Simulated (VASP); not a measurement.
# Mo in VASP: notebook

The runs below take Mo through single point, with PBEsol.

Program: VASP 6.6.1. These are calculated values, not measurements. Logs are shortened: lines on timing, memory, paths and dates and some standing lists are left out, and cuts for length are marked.

## (1) The cell of the first run

The cell holds a slab with vacuum, 5 atoms: a = 2.710 Å, b = 2.710 Å, c = 24.851 Å, α = 90.00°, β = 90.00°, γ = 109.47°.

## (2) Single point, PBEsol

File INCAR:

```
PREC = Accurate
ENCUT = 520
EDIFF = 1E-6
ISMEAR = -1
SIGMA = 0.08
LREAL = F
LASPH = T
NELM = 60
ALGO = Normal
ISIF = 2
LWAVE = F
LCHARG = F
LDIPOL = T
IDIPOL = 3
DIPOL = 0.5 0.5 0.500
GGA = PS
NBANDS = 43
```

File KPOINTS:

```
regular mesh
0
Gamma
  13 13 1
```

File POSCAR:

```
Mo
1.0
    2.7101533902      0.0000000000      0.0000000000
   -0.9033844634      2.5551571203      0.0000000000
    0.0000000000      0.0000000000     24.8513000000
Mo
5
Direct
    0.0000000000      0.0000000000      0.3255912990
    0.5000000000      0.5000000000      0.4104906717
    0.0000000000      0.0000000000      0.4999999993
    0.5000000000      0.5000000000      0.5895093296
    0.0000000000      0.0000000000      0.6744087003
```

Potentials or basis: VASP PAW PBE potentials, release 64 (Mo_sv).

The run is started by

```sh
> cat potpaw_PBE.64/Mo_sv/POTCAR > POTCAR
> mpirun -np 1 vasp_std > vasp.out
```

OUTCAR:

```text
PREC = Accurate
   ENCUT = 520
   EDIFF = 1E-6
   ISMEAR = -1
   LREAL = F
   LASPH = T
   NELM = 60
   ISIF = 2
   GGA = PS

 ion  position               nearest neighbor table
   1  0.000  0.000  0.326-   2 2.63   2 2.63   2 3.06   2 3.06
   2  0.500  0.500  0.410-   1 2.63   1 2.63   3 2.72   3 2.72   1 3.06   1 3.06   3 3.14   3 3.14

   3  0.000  0.000  0.500-   2 2.72   2 2.72   4 2.72   4 2.72   2 3.14   2 3.14   4 3.14   4 3.14

   4  0.500  0.500  0.590-   5 2.63   5 2.63   3 2.72   3 2.72   5 3.06   5 3.06   3 3.14   3 3.14

   5  0.000  0.000  0.674-   4 2.63   4 2.63   4 3.06   4 3.06

  LATTYP: Found a base centered orthorhombic cell.
 ALAT       =     3.1294155787
 B/A-ratio  =     1.4142135624
 C/A-ratio  =     7.9411952088

  Lattice vectors:

 A1 = (   2.7101533902,   0.0000000000,   0.0000000000)
 A2 = (  -0.9033844634,   2.5551571203,   0.0000000000)
 A3 = (   0.0000000000,   0.0000000000,  24.8513000000)

Analysis of symmetry for initial positions (statically):
=====================================================================
 Subroutine PRICEL returns:
 Original cell was already a primitive cell.

 Routine SETGRP: Setting up the symmetry group for a
 base centered orthorhombic supercell.

 Subroutine GETGRP returns: Found  8 space group operations
 (whereof  8 operations were pure point group operations)
 out of a pool of  8 trial point group operations.

The static configuration has the point symmetry D_2h.

Analysis of symmetry for dynamics (positions and initial velocities):
=====================================================================
 Subroutine PRICEL returns:
 Original cell was already a primitive cell.

 Routine SETGRP: Setting up the symmetry group for a
 base centered orthorhombic supercell.

 Subroutine GETGRP returns: Found  8 space group operations
 (whereof  8 operations were pure point group operations)
 out of a pool of  8 trial point group operations.

The dynamic configuration has the point symmetry D_2h.

 Subroutine INISYM returns: Found  8 space group operations
 (whereof  8 operations are pure point group operations),
 and found     1 'primitive' translations

----------------------------------------------------------------------------------------

                                     Primitive cell

  volume of cell :     172.0920

  direct lattice vectors                    reciprocal lattice vectors
     2.710153390  0.000000000  0.000000000     0.368982805  0.130455122  0.000000000
[... 101 lines left out ...]
   TEBEG  =    0.0;   TEEND  =   0.0 temperature during run
   PSTRESS=    0.0 pullay stress
   NELECT =      70.0000    total number of electrons
   NUPDOWN=      -1.0000    fix difference up-down
   EMIN   =  10.00;   EMAX   =-10.00  energy-range for DOS
   EFERMI =   0.00;   METHOD = LEGACY
   ISMEAR =    -1;   SIGMA  =   0.08  broadening in eV -4-tet -1-fermi 0-gaus
   EFERMI_NEDOS =   21; number of points for ismear=-14 and -15
   IALGO  =     38    algorithm
   IMIX   =      4    mixing-type and parameters
     AMIX     =   0.40;   BMIX     =  1.00
     AMIX_MAG =   1.60;   BMIX_MAG =  1.00
  volume/ion in A,a.u.               =      34.42       232.27
  Fermi-wavevector in a.u.,A,eV,Ry     =   1.212981  2.292202 20.018562  1.471323
  Thomas-Fermi vector in A             =   2.348448
   LORBIT       =      0    0 simple, 1 ext, 2 COOP (PROOUT), +10 PAW based schemes
   GGA     = PS    functional components
   LHFCALC =     F    Hartree Fock is set to
   AEXX    =    0.0000 exact exchange contribution
   IVDW    =     0    specifies the selected vdW correction
   LEPSILON=     F    determine dielectric tensor
   LRPA    =     F    only Hartree local field effects (RPA)
 non-spin polarized calculation
  energy-cutoff  :      520.00
  volume of cell :      172.09
 maximum number of plane-waves:      4684
   NGX = 11   NGY = 11   NGZ = 93

 dipolmoment           0.000000      0.000000     -0.000000 electrons x Angstroem

 number of electron      69.9999988 magnetization

 dipolmoment           0.000000      0.000000      0.000000 electrons x Angstroem

 Free energy of the ion-electron system (eV)
  ---------------------------------------------------
  ext. energy  EPLUGINS =         0.00000000
  ---------------------------------------------------
  free energy    TOTEN  =       -56.25532847 eV

  energy without entropy =      -56.16604597  energy(sigma->0) =      -56.21068722

 E-fermi :   3.2113     XC(G=0):  -6.8785

 val. band max:        3.2010486540   @ k =  -0.4615   0.3077   0.0000
 cond. band min:       3.2217022983   @ k =  -0.2308   0.0769   0.0000
 fundamental gap:      0.0206536443
 Fermi energy:         3.2113174609

 k-point     1 :       0.0000    0.0000    0.0000
  band No.  band energies     occupation
      1     -58.0108      2.00000
      2     -57.9514      2.00000
      3     -57.8161      2.00000
      4     -57.6533      2.00000
      5     -57.6462      2.00000
      6     -32.6890      2.00000
[... 1093 lines left out ...]
     42       5.5359      0.00000
     43       6.0320      0.00000

 [... further k-points ...]

------------------------ aborting loop because EDIFF is reached ----------------------------------------

 vacuum level on the upper side and lower side of the slab       (xc-potential included)        -0.178        -0.178

  FORCE on cell =-STRESS in cart. coord.  units (eV):
  Direction    XX          YY          ZZ          XY          YZ          ZX
  --------------------------------------------------------------------------------------
  -------------------------------------------------------------------------------------
  Total       -2.3775786     -2.3753854      0.2162959      0.0031017      0.0000000      0.0000000
  in kB      -22.1352725    -22.1148534      2.0137165      0.0288769      0.0000000      0.0000000
  external PRESSURE =     -14.0788031 kB  Pullay stress =       0.0000000 kB

 VOLUME and BASIS-vectors are now :
 -----------------------------------------------------------------------------
  energy-cutoff  :      520.00
  volume of cell :      172.09
      direct lattice vectors                 reciprocal lattice vectors
     2.710153390  0.000000000  0.000000000     0.368982805  0.130455122  0.000000000
    -0.903384463  2.555157120  0.000000000     0.000000000  0.391365365  0.000000000
     0.000000000  0.000000000 24.851300000     0.000000000  0.000000000  0.040239344

 POSITION                                       TOTAL-FORCE (eV/Angst)
 -----------------------------------------------------------------------------------
      0.00000      0.00000      8.09137         0.000000     -0.000000     -0.031357
      0.90338      1.27758     10.20123        -0.000000     -0.000000      0.006333
      0.00000      0.00000     12.42565         0.000000      0.000000      0.000000
      0.90338      1.27758     14.65007         0.000000      0.000000     -0.006333
      0.00000      0.00000     16.75993        -0.000000      0.000000      0.031357
 -----------------------------------------------------------------------------------
    total drift:                                0.000000      0.000000      0.000008

  FREE ENERGIE OF THE ION-ELECTRON SYSTEM (eV)
  ---------------------------------------------------
  free  energy   TOTEN  =       -56.2553284687 eV

  energy  without entropy=      -56.1660459717  energy(sigma->0) =      -56.21068722

 vacuum level on the upper side and lower side of the slab         7.721         7.721
```

stdout:

```text
POSCAR found type information on POSCAR Mo
 POSCAR found :  1 types and       5 ions
 scaLAPACK will be used
 -----------------------------------------------------------------------------
|                                                                             |
|                                                                             |
|     You enforced a specific xc type in the INCAR file but a different       |
|     I HOPE YOU KNOW WHAT YOU ARE DOING!                                     |
|                                                                             |
 -----------------------------------------------------------------------------

 LDA part: xc-table for (Slater+PW92), standard interpolation
 POSCAR, INCAR and KPOINTS ok, starting setup
 FFT: planning ... GRIDC
 FFT: planning ... GRID_SOFT
 FFT: planning ... GRID
 WAVECAR not read
 entering main loop
```

It took 9.6 min on 1 thread of Oxide Virtual Turin-like, shared host; peak memory 0.38 GiB.

Results:

* Free energy: -56.2553 eV
* Largest force: 0.031 eV/Å
* Band gap on the k mesh: zero (bands 35 and 36 overlap by 2.30 eV)

Forces on the atoms (eV/Å):
```
Mo   0.000  0.000 -0.031
Mo   0.000  0.000  0.006
Mo   0.000  0.000  0.000
Mo   0.000  0.000 -0.006
Mo   0.000  0.000  0.031
```

Levels at points of the mesh, in eV from the Fermi level:
```
           k point  band 31  band 32  band 33  band 34  band 35  band 36  band 37  band 38  band 39  band 40
(0.00, 0.00, 0.00)    -1.49    -1.35    -1.31    -1.22    -0.92    -0.40     0.51     1.10     1.28     1.31
```

Caveat: the PAW data sets were made with another functional, which shifts forces and pressure a little.

## (3) Single point, PBEsol

File INCAR:

```
SYSTEM = Mo
PREC = Accurate
ENCUT = 520
EDIFF = 1E-6
ISMEAR = -1
SIGMA = 0.08
LREAL = .FALSE.
LASPH = .TRUE.
NELM = 60
ALGO = Normal
ISIF = 2
LWAVE = .FALSE.
LCHARG = .FALSE.
LDIPOL = .TRUE.
IDIPOL = 3
DIPOL = 0.5 0.5 0.500
GGA = PS
NBANDS = 43
EFIELD = -0.1
```

File KPOINTS:

```
regular mesh
0
G
  13 13 1
  0 0 0
```

POSCAR is that of step 2.

Potentials or basis: VASP PAW PBE potentials, release 64 (Mo_sv).

The run is started by

```sh
> cat potpaw_PBE.64/Mo_sv/POTCAR > POTCAR
> mpirun -np 1 vasp_std > vasp.out
```

OUTCAR:

```text
SYSTEM = Mo
   PREC = Accurate
   ENCUT = 520
   EDIFF = 1E-6
   ISMEAR = -1
   LREAL = .FALSE.
   LASPH = .TRUE.
   NELM = 60
   ISIF = 2
   GGA = PS

 ion  position               nearest neighbor table
   1  0.000  0.000  0.326-   2 2.63   2 2.63   2 3.06   2 3.06
   2  0.500  0.500  0.410-   1 2.63   1 2.63   3 2.72   3 2.72   1 3.06   1 3.06   3 3.14   3 3.14

   3  0.000  0.000  0.500-   2 2.72   2 2.72   4 2.72   4 2.72   2 3.14   2 3.14   4 3.14   4 3.14

   4  0.500  0.500  0.590-   5 2.63   5 2.63   3 2.72   3 2.72   5 3.06   5 3.06   3 3.14   3 3.14

   5  0.000  0.000  0.674-   4 2.63   4 2.63   4 3.06   4 3.06

  LATTYP: Found a base centered orthorhombic cell.
 ALAT       =     3.1294155787
 B/A-ratio  =     1.4142135624
 C/A-ratio  =     7.9411952088

  Lattice vectors:

 A1 = (   2.7101533902,   0.0000000000,   0.0000000000)
 A2 = (  -0.9033844634,   2.5551571203,   0.0000000000)
 A3 = (   0.0000000000,   0.0000000000,  24.8513000000)

Analysis of symmetry for initial positions (statically):
=====================================================================
 Subroutine PRICEL returns:
 Original cell was already a primitive cell.
[... 188 lines left out ...]
  band No.  band energies     occupation
      1     -58.0115      2.00000
      2     -57.9521      2.00000
      3     -57.8167      2.00000
      4     -57.6540      2.00000
      5     -57.6469      2.00000
      6     -32.6896      2.00000
[... 1093 lines left out ...]
     42       5.5352      0.00000
     43       6.0314      0.00000

 [... further k-points ...]

------------------------ aborting loop because EDIFF is reached ----------------------------------------

 vacuum level on the upper side and lower side of the slab       (xc-potential included)         0.463        -0.766

  FORCE on cell =-STRESS in cart. coord.  units (eV):
  Direction    XX          YY          ZZ          XY          YZ          ZX
  --------------------------------------------------------------------------------------
  -------------------------------------------------------------------------------------
  Total       -2.3760083     -2.3737938      0.2143746      0.0031318      0.0000000      0.0000000
  in kB      -22.1206531    -22.1000360      1.9958293      0.0291569      0.0000000      0.0000000
  external PRESSURE =     -14.0749533 kB  Pullay stress =       0.0000000 kB

 VOLUME and BASIS-vectors are now :
 -----------------------------------------------------------------------------
  energy-cutoff  :      520.00
  volume of cell :      172.09
      direct lattice vectors                 reciprocal lattice vectors
     2.710153390  0.000000000  0.000000000     0.368982805  0.130455122  0.000000000
    -0.903384463  2.555157120  0.000000000     0.000000000  0.391365365  0.000000000
     0.000000000  0.000000000 24.851300000     0.000000000  0.000000000  0.040239344

 POSITION                                       TOTAL-FORCE (eV/Angst)
 -----------------------------------------------------------------------------------
      0.00000      0.00000      8.09137        -0.000000      0.000000     -0.034837
      0.90338      1.27758     10.20123         0.000000      0.000000      0.011150
      0.00000      0.00000     12.42565         0.000000      0.000000     -0.002771
      0.90338      1.27758     14.65007        -0.000000      0.000000     -0.001567
      0.00000      0.00000     16.75993         0.000000      0.000000      0.028025
 -----------------------------------------------------------------------------------
    total drift:                               -0.000000     -0.000000     -0.000259

  FREE ENERGIE OF THE ION-ELECTRON SYSTEM (eV)
  ---------------------------------------------------
  free  energy   TOTEN  =       -56.2577564754 eV

  energy  without entropy=      -56.1684735561  energy(sigma->0) =      -56.21311502

 vacuum level on the upper side and lower side of the slab         8.316         7.115
```

Wall time 19 min (1 thread of Oxide Virtual Turin-like, shared host); peak memory 0.38 GiB.

Results:

```
Free energy            : -56.2578 eV
Largest force          : 0.035 eV/Å
Band gap on the k mesh : zero (bands 35 and 36 overlap by 2.30 eV)
```

Forces in eV/Å, atoms in the order of the input:
```
Mo   0.000  0.000 -0.035
Mo   0.000  0.000  0.011
Mo   0.000  0.000 -0.003
Mo   0.000  0.000 -0.002
Mo   0.000  0.000  0.028
```

Caveat: the PAW data sets were made with another functional, which shifts forces and pressure a little.

The gap in the log of VASP goes by the Fermi energy; the results here count the filled bands.